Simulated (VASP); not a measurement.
# Hg (Fd-3m) in VASP: further runs

The runs below take Hg through single point, with LDA.

Everything below comes from runs of VASP 6.6.1. Logs are shortened: lines on timing, memory, paths and dates and some standing lists are left out, and cuts for length are marked.

### Step 1. The cell of the first run

It takes space group Fd-3m (No. 227, cubic). The conventional cell has a = 5.372 Å, b = 5.372 Å, c = 5.372 Å, α = 90.00°, β = 90.00°, γ = 90.00°. Hg (site symmetry -43m) has 4 Hg at 2.33 Å within 3.1 Å.

### Step 2. Single point, LDA (19.37 Å³/atom)

INCAR reads:

```
ALGO = Normal
EDIFF = 1E-7
ENCUT = 520
ISIF = 2
ISMEAR = -1
LASPH = T
LCHARG = T
LELF = T
LREAL = F
LVHAR = T
LWAVE = F
NBANDS = 19
NELM = 80
PREC = Accurate
SIGMA = 0.1
```

KPOINTS reads:

```
k-points
0
Gamma
  12 12 12
```

POSCAR reads:

```
Hg
1.0
    0.0000000000      2.6857612589      2.6857612589
    2.6857612589      0.0000000000      2.6857612589
    2.6857612589      2.6857612589      0.0000000000
Hg
2
Direct
   -0.1250000000     -0.1250000000     -0.1250000000
    0.1250000000      0.1250000000      0.1250000000
```

Potentials or basis: VASP PAW LDA potentials, release 64 (Hg).

Run with:

```sh
> cat potpaw_LDA.64/Hg/POTCAR > POTCAR
> mpirun -np 1 vasp_std > vasp.out
```

OUTCAR:

```text
EDIFF = 1E-7
   ENCUT = 520
   ISIF = 2
   ISMEAR = -1
   LASPH = T
   LREAL = F
   NELM = 80
   PREC = Accurate

 ion  position               nearest neighbor table
   1  0.875  0.875  0.875-   2 2.33   2 2.33   2 2.33   2 2.33
   2  0.125  0.125  0.125-   1 2.33   1 2.33   1 2.33   1 2.33

  LATTYP: Found a face centered cubic cell.
 ALAT       =     5.3715225178

  Lattice vectors:

 A1 = (   0.0000000000,   2.6857612589,   2.6857612589)
 A2 = (   2.6857612589,   0.0000000000,   2.6857612589)
 A3 = (   2.6857612589,   2.6857612589,   0.0000000000)

Analysis of symmetry for initial positions (statically):
=====================================================================
 Subroutine PRICEL returns:
 Original cell was already a primitive cell.

 Routine SETGRP: Setting up the symmetry group for a
 face centered cubic supercell.

 Subroutine GETGRP returns: Found 48 space group operations
 (whereof 12 operations were pure point group operations)
 out of a pool of 48 trial point group operations.

The static configuration has the point symmetry D_3d.
 The point group associated with its full space group is O_h .

Analysis of symmetry for dynamics (positions and initial velocities):
=====================================================================
 Subroutine PRICEL returns:
 Original cell was already a primitive cell.

 Routine SETGRP: Setting up the symmetry group for a
 face centered cubic supercell.

 Subroutine GETGRP returns: Found 48 space group operations
 (whereof 12 operations were pure point group operations)
 out of a pool of 48 trial point group operations.

The dynamic configuration has the point symmetry D_3d.
 The point group associated with its full space group is O_h .

 Subroutine INISYM returns: Found 48 space group operations
 (whereof 12 operations are pure point group operations),
 and found     1 'primitive' translations

----------------------------------------------------------------------------------------

                                     Primitive cell

  volume of cell :      38.7465

  direct lattice vectors                    reciprocal lattice vectors
     0.000000000  2.685761259  2.685761259    -0.186166957  0.186166957  0.186166957
     2.685761259  0.000000000  2.685761259     0.186166957 -0.186166957  0.186166957
     2.685761259  2.685761259  0.000000000     0.186166957  0.186166957 -0.186166957

  length of vectors
     3.798239998  3.798239998  3.798239998     0.322450628  0.322450628  0.322450628

  position of ions in fractional coordinates (direct lattice)
     0.875000000  0.875000000  0.875000000
     0.125000000  0.125000000  0.125000000

  ion indices of the primitive-cell ions
   primitive index   ion index
                 1           1
                 2           2

----------------------------------------------------------------------------------------

 KPOINTS: k-points

Automatic generation of k-mesh.
 Grid dimensions read from file:
 generate k-points for:   12   12   12

 Generating k-lattice:

  Cartesian coordinates                     Fractional coordinates (reciprocal lattice)
    -0.015513913  0.015513913  0.015513913     0.083333333  0.000000000  0.000000000
     0.015513913 -0.015513913  0.015513913     0.000000000  0.083333333  0.000000000
     0.015513913  0.015513913 -0.015513913     0.000000000  0.000000000  0.083333333

  Length of vectors
     0.026870886  0.026870886  0.026870886

  Shift w.r.t. Gamma in fractional coordinates (k-lattice)
     0.000000000  0.000000000  0.000000000

 Subroutine IBZKPT returns following result:
 ===========================================

 Found     72 irreducible k-points:

 Following reciprocal coordinates:
            Coordinates               Weight
  0.000000  0.000000  0.000000      1.000000
  0.083333  0.000000  0.000000      8.000000
  0.166667  0.000000  0.000000      8.000000
  0.250000  0.000000  0.000000      8.000000
  0.333333  0.000000  0.000000      8.000000
  0.416667  0.000000  0.000000      8.000000
[... 16 lines left out ...]
  0.500000  0.166667  0.000000     24.000000
 -0.416667  0.166667  0.000000     24.000000
 [... further k-points ...]
   k-points           NKPTS =     72   k-points in BZ     NKDIM =     72   number of bands    NBANDS=     19
   number of dos      NEDOS =    301   number of ions     NIONS =      2
   total plane-waves  NPLWV =  21952
   dimension x,y,z NGX =    28 NGY =   28 NGZ =   28
   dimension x,y,z NGXF=    56 NGYF=   56 NGZF=   56
   ions per type =               2
   NGX,Y,Z   is equivalent  to a cutoff of  12.26, 12.26, 12.26 a.u.
   NGXF,Y,Z  is equivalent  to a cutoff of  24.51, 24.51, 24.51 a.u.
 SYSTEM =  unknown system
   PREC   = accura    normal or accurate (medium, high low for compatibility)
   ISTART =      0    job   : 0-new  1-cont  2-samecut
   ICHARG =      2    charge: 1-file 2-atom 10-const
   ISPIN  =      1    spin polarized calculation?
   LNONCOLLINEAR =      F non collinear calculations
   LSORBIT =      F    spin-orbit coupling
   LASPH  =      T    aspherical Exc in radial PAW
   ENCUT  =  520.0 eV  38.22 Ry    6.18 a.u.   7.06  7.06  7.06*2*pi/ulx,y,z
   NELM   =     80;   NELMIN=  2; NELMDL= -5     # of ELM steps
   EDIFF  = 0.1E-06   stopping-criterion for ELM
   LREAL  =      F    real-space projection
   EDIFFG = 0.1E-05   stopping-criterion for IOM
   NSW    =      0    number of steps for IOM
   IBRION =     -1    ionic relax: 0-MD 1-quasi-New 2-CG
   NFREE  =      0    steps in history (QN), initial steepest desc. (CG)
   ISIF   =      2    stress and relaxation
   ISYM   =      2    0-nonsym 1-usesym 2-fastsym
   POTIM  = 0.5000    time-step for ionic-motion
   TEBEG  =    0.0;   TEEND  =   0.0 temperature during run
   PSTRESS=    0.0 pullay stress
   NELECT =      24.0000    total number of electrons
   NUPDOWN=      -1.0000    fix difference up-down
   EMIN   =  10.00;   EMAX   =-10.00  energy-range for DOS
   EFERMI =   0.00;   METHOD = LEGACY
   ISMEAR =    -1;   SIGMA  =   0.10  broadening in eV -4-tet -1-fermi 0-gaus
   EFERMI_NEDOS =   21; number of points for ismear=-14 and -15
   IALGO  =     38    algorithm
   IMIX   =      4    mixing-type and parameters
     AMIX     =   0.40;   BMIX     =  1.00
     AMIX_MAG =   1.60;   BMIX_MAG =  1.00
  volume/ion in A,a.u.               =      19.37       130.74
  Fermi-wavevector in a.u.,A,eV,Ry     =   1.395515  2.637141 26.496831  1.947462
  Thomas-Fermi vector in A             =   2.518959
   LORBIT       =      0    0 simple, 1 ext, 2 COOP (PROOUT), +10 PAW based schemes
   GGA     = CA    functional components
   LHFCALC =     F    Hartree Fock is set to
   AEXX    =    0.0000 exact exchange contribution
   IVDW    =     0    specifies the selected vdW correction
   LEPSILON=     F    determine dielectric tensor
   LRPA    =     F    only Hartree local field effects (RPA)
 non-spin polarized calculation
  energy-cutoff  :      520.00
  volume of cell :       38.75
 maximum number of plane-waves:      1056
   NGX = 15   NGY = 15   NGZ = 15

 number of electron      24.0000001 magnetization

 Free energy of the ion-electron system (eV)
  ---------------------------------------------------
  ext. energy  EPLUGINS =         0.00000000
  ---------------------------------------------------
  free energy    TOTEN  =         2.87827727 eV

  energy without entropy =        2.90353566  energy(sigma->0) =        2.89090647

 E-fermi :   4.9689     XC(G=0): -11.9319

 val. band max:        4.9579466627   @ k =   0.4167   0.2500   0.0833
 cond. band min:       4.9720955662   @ k =  -0.4167   0.3333   0.1667
 fundamental gap:      0.0141489035
 Fermi energy:         4.9689087212

 k-point     1 :       0.0000    0.0000    0.0000
  band No.  band energies     occupation
      1      -7.0259      2.00000
      2      -5.7983      2.00000
      3      -5.7983      2.00000
      4      -5.7275      2.00000
      5      -5.7275      2.00000
      6      -5.7275      2.00000
[... 11 lines left out ...]
     18      15.0482      0.00000
     19      15.0482      0.00000

 k-point     2 :       0.0833    0.0000    0.0000
  band No.  band energies     occupation
      1      -6.9151      2.00000
      2      -5.9494      2.00000
      3      -5.9494      2.00000
      4      -5.7338      2.00000
      5      -5.5404      2.00000
      6      -5.5404      2.00000
[... 11 lines left out ...]
     18      15.8230      0.00000
     19      16.4895      0.00000

 k-point     3 :       0.1667    0.0000    0.0000
  band No.  band energies     occupation
      1      -6.6116      2.00000
      2      -6.0651      2.00000
      3      -6.0651      2.00000
      4      -5.7463      2.00000
      5      -5.3387      2.00000
      6      -5.3387      2.00000
[... 11 lines left out ...]
     18      16.4041      0.00000
     19      16.4041      0.00000

 k-point     4 :       0.2500    0.0000    0.0000
  band No.  band energies     occupation
      1      -6.2215      2.00000
      2      -6.1040      2.00000
      3      -6.1040      2.00000
      4      -5.7433      2.00000
      5      -5.2196      2.00000
      6      -5.2196      2.00000
[... 11 lines left out ...]
     18      16.2039      0.00000
     19      17.1895      0.00000

 k-point     5 :       0.3333    0.0000    0.0000
  band No.  band energies     occupation
      1      -6.0709      2.00000
      2      -6.0709      2.00000
      3      -5.9537      2.00000
      4      -5.6727      2.00000
      5      -5.2220      2.00000
      6      -5.2220      2.00000
[... 11 lines left out ...]
     18      15.9931      0.00000
     19      18.9516      0.00000
[... 334 lines left out ...]
      2      -5.9216      2.00000
      3      -5.8736      2.00000
      4      -5.6938      2.00000
      5      -5.2218      2.00000
      6      -4.7000      2.00000
[... 11 lines left out ...]
     18      17.9001      0.00000
     19      18.2074      0.00000

 k-point    22 :       0.4167    0.1667    0.0000
  band No.  band energies     occupation
      1      -6.3916      2.00000
      2      -5.9198      2.00000
      3      -5.9085      2.00000
      4      -5.4817      2.00000
      5      -5.1228      2.00000
      6      -4.7467      2.00000
[... 11 lines left out ...]
     18      17.9706      0.00000
     19      18.0272      0.00000

 k-point    23 :       0.5000    0.1667    0.0000
  band No.  band energies     occupation
      1      -6.3716      2.00000
      2      -6.0047      2.00000
      3      -5.8336      2.00000
      4      -5.3897      2.00000
      5      -5.0059      2.00000
      6      -4.9122      2.00000
[... 11 lines left out ...]
     18      17.9695      0.00000
     19      18.3499      0.00000

 k-point    24 :      -0.4167    0.1667    0.0000
  band No.  band energies     occupation
      1      -6.3366      2.00000
      2      -6.1238      2.00000
      3      -5.6998      2.00000
      4      -5.3866      2.00000
      5      -5.1260      2.00000
      6      -4.8539      2.00000
[... 11 lines left out ...]
     18      18.7167      0.00000
     19      19.6509      0.00000

 [... further k-points ...]

------------------------ aborting loop because EDIFF is reached ----------------------------------------

  FORCE on cell =-STRESS in cart. coord.  units (eV):
  Direction    XX          YY          ZZ          XY          YZ          ZX
  --------------------------------------------------------------------------------------
  -------------------------------------------------------------------------------------
  Total       21.4537029     21.4537029     21.4537029     -0.0000000      0.0000000      0.0000000
  in kB      887.1164544    887.1164544    887.1164544     -0.0000000      0.0000000      0.0000000
  external PRESSURE =     887.1164544 kB  Pullay stress =       0.0000000 kB

 VOLUME and BASIS-vectors are now :
 -----------------------------------------------------------------------------
  energy-cutoff  :      520.00
  volume of cell :       38.75
      direct lattice vectors                 reciprocal lattice vectors
     0.000000000  2.685761259  2.685761259    -0.186166957  0.186166957  0.186166957
     2.685761259  0.000000000  2.685761259     0.186166957 -0.186166957  0.186166957
     2.685761259  2.685761259  0.000000000     0.186166957  0.186166957 -0.186166957

 POSITION                                       TOTAL-FORCE (eV/Angst)
 -----------------------------------------------------------------------------------
      4.70008      4.70008      4.70008        -0.000000     -0.000000     -0.000000
      0.67144      0.67144      0.67144         0.000000      0.000000      0.000000
 -----------------------------------------------------------------------------------
    total drift:                                0.000000     -0.000000     -0.000000

  FREE ENERGIE OF THE ION-ELECTRON SYSTEM (eV)
  ---------------------------------------------------
  free  energy   TOTEN  =         2.8782772747 eV

  energy  without entropy=        2.9035356601  energy(sigma->0) =        2.89090647
```

Wall time 16 s (1 thread of Intel Xeon 6975P-C (Granite Rapids), shared host); peak memory 0.16 GiB.

What came out:

| Quantity | Value |
| --- | --- |
| Free energy | 2.8783 eV |
| Pressure | 88.7 GPa |
| Band gap on the k mesh | zero (bands 12 and 13 overlap by 9.81 eV) |

Caveat: the cell stands under pressure; spin-orbit coupling is left out, which moves the levels of the heavy elements.

### Step 3. Single point, LDA (22.71 Å³/atom)

This run uses another cell than the first one, of 22.71 Å³/atom.

INCAR reads:

```
ALGO = Normal ; EDIFF = 1E-6
ENCUT = 520 ; GGA = CA
ISIF = 2 ; ISMEAR = -1
LASPH = True ; LCHARG = False
LREAL = False ; LWAVE = False
NBANDS = 19 ; NELM = 80
PREC = Accurate ; SIGMA = 0.1
```

KPOINTS is that of step 2.

POSCAR reads:

```
Hg
1.0
    0.0000000000      2.8320073623      2.8320073623
    2.8320073623      0.0000000000      2.8320073623
    2.8320073623      2.8320073623      0.0000000000
Hg
2
Direct
   -0.1250000000     -0.1250000000     -0.1250000000
    0.1250000000      0.1250000000      0.1250000000
```

Potentials or basis: VASP PAW LDA potentials, release 64 (Hg).

Run with:

```sh
> cat potpaw_LDA.64/Hg/POTCAR > POTCAR
> mpirun -np 1 vasp_std > vasp.out
```

Run time: 21 s. Hardware: 1 thread of Intel Xeon 6975P-C (Granite Rapids), shared host; peak memory 0.18 GiB.

It converged, with:

| Property | Result |
| --- | --- |
| Free energy | 0.3341 eV |
| Pressure | 39.5 GPa |
| Band gap on the k mesh | zero (bands 12 and 13 overlap by 8.28 eV) |

Levels at points of the mesh, in eV from the Fermi level:
| k point | band 8 | band 9 | band 10 | band 11 | band 12 | band 13 | band 14 | band 15 | band 16 | band 17 |
| --- | --- | --- | --- | --- | --- | --- | --- | --- | --- | --- |
| (0.00, 0.00, 0.00) | -7.20 | -7.20 | -6.05 | -6.05 | 7.39 | 7.92 | 7.92 | 7.92 | 8.24 | 8.95 |
| (0.50, 0.00, 0.00) | -6.97 | -6.18 | -6.18 | -4.46 | -4.45 | 4.53 | 4.53 | 7.37 | 7.88 | 9.89 |
| (0.50, 0.50, 0.00) | -7.87 | -5.97 | -5.97 | -3.43 | -3.43 | 0.90 | 0.90 | 5.90 | 5.90 | 17.75 |

Caveat: the cell stands under pressure; spin-orbit coupling is left out, which moves the levels of the heavy elements.

The gap in the log of VASP goes by the Fermi energy; the results here count the filled bands.